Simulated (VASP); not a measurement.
A run of VASP 6.6.1 is set up as follows.

The input POSCAR:

```
Au
1.0
   -1.8603152040      1.8603152040      1.3152428492
    1.8603152040     -1.8603152040      1.3152428492
    1.8603152040      1.8603152040     -1.3152428492
Au
1
Direct
    0.0000000000      0.0000000000      0.0000000000
```

File INCAR.step1:

```
PREC     = Accurate       # precision mode
ENCUT    = 520            # plane-wave cutoff, eV
ISMEAR   = 0              # smearing method
SIGMA    = 0.15           # smearing width, eV
LREAL    = F              # projectors in reciprocal space
LASPH    = T              # aspherical terms in the spheres
NELM     = 100            # most SCF steps
NBANDS   = 12             # bands
GGA      = PE             # functional
ALGO     = Normal         # electronic algorithm
EDIFF    = 1E-4           # SCF threshold, eV
LWAVE    = T              # write WAVECAR
LCHARG   = F              # write CHGCAR
```

The input INCAR.step2:

```
PREC     = Accurate       # precision mode
ENCUT    = 520            # plane-wave cutoff, eV
EDIFF    = 1E-7           # SCF threshold, eV
ISMEAR   = 0              # smearing method
SIGMA    = 0.15           # smearing width, eV
LREAL    = F              # projectors in reciprocal space
LASPH    = T              # aspherical terms in the spheres
NELM     = 100            # most SCF steps
ALGO     = Normal         # electronic algorithm
ISIF     = 2              # what is computed and relaxed
LWAVE    = F              # write WAVECAR
LCHARG   = F              # write CHGCAR
METAGGA  = R2SCAN         # meta-GGA
LMIXTAU  = T            
NBANDS   = 12             # bands
ISTART   = 1
```

The input KPOINTS:

```
Automatic mesh
0
Gamma
  22 22 22
```

Potentials or basis: VASP PAW PBE potentials, release 64 (Au).

The run is started by

```sh
$ cat potpaw_PBE.64/Au/POTCAR > POTCAR
$ cp INCAR.step1 INCAR
$ mpirun -np 1 vasp_std > vasp.out
$ cp INCAR.step2 INCAR
$ mpirun -np 1 vasp_std > vasp.out
```

Question: What does it give for the pressure?

Answer: 2.7 GPa.

Question: What does it give for the band gap on the k mesh?

Answer: Zero (an odd number of electrons rules out a gap without spin polarisation).

Stress tensor (GPa, compression positive):
```
-3.68  0.00  0.00
 0.00 -3.68  0.00
 0.00  0.00 15.52
```

Caveat: the PAW data sets were made with another functional, which shifts forces and pressure a little; spin-orbit coupling is left out, which moves the levels of the heavy elements.
